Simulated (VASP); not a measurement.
Here is a VASP 6.6.1 calculation.

The input INCAR:

```
SYSTEM = FeO
PREC = Accurate ; ENCUT = 520
EDIFF = 1E-7 ; ISMEAR = -1
SIGMA = 0.05 ; LREAL = .FALSE.
LASPH = .TRUE. ; NELM = 150
ALGO = Normal ; ISIF = 2
LWAVE = .FALSE. ; LCHARG = .FALSE.
ISPIN = 2 ; MAGMOM = 3 0
LORBIT = 11 ; LMAXMIX = 4
GGA = PS ; NBANDS = 18
```

KPOINTS

```
Automatic mesh
0
G
  11 11 11
  0 0 0
```

File POSCAR:

```
FeO
1.0
    1.5086271663      0.8710063006      2.5026668604
   -1.5086271663      0.8710063006      2.5026668604
    0.0000000000     -1.7420126011      2.5026668604
Fe O
1 1
Direct
    0.0000000000      0.0000000000      0.0000000000
    0.5000000000      0.5000000000      0.5000000000
```

Potentials or basis: VASP PAW PBE potentials, release 64 (Fe, O).

Command:

```bash
$ cat potpaw_PBE.64/Fe/POTCAR potpaw_PBE.64/O/POTCAR > POTCAR
$ mpirun -np 1 vasp_std > vasp.out
```

**Question.** What does it give for the net moment?

**Answer.** 4.00 μB per cell.

**Question.** Estimate the pressure.

**Answer.** -5.7 GPa.

Stress tensor (GPa, compression positive):
```
-5.34  0.00  0.00
 0.00 -5.34  0.00
 0.00  0.00 -6.32
```

Caveat: the cell stands under tension; the PAW data sets were made with another functional, which shifts forces and pressure a little; a cell with one magnetic atom can't hold antiferromagnetic order, which such compounds often take.
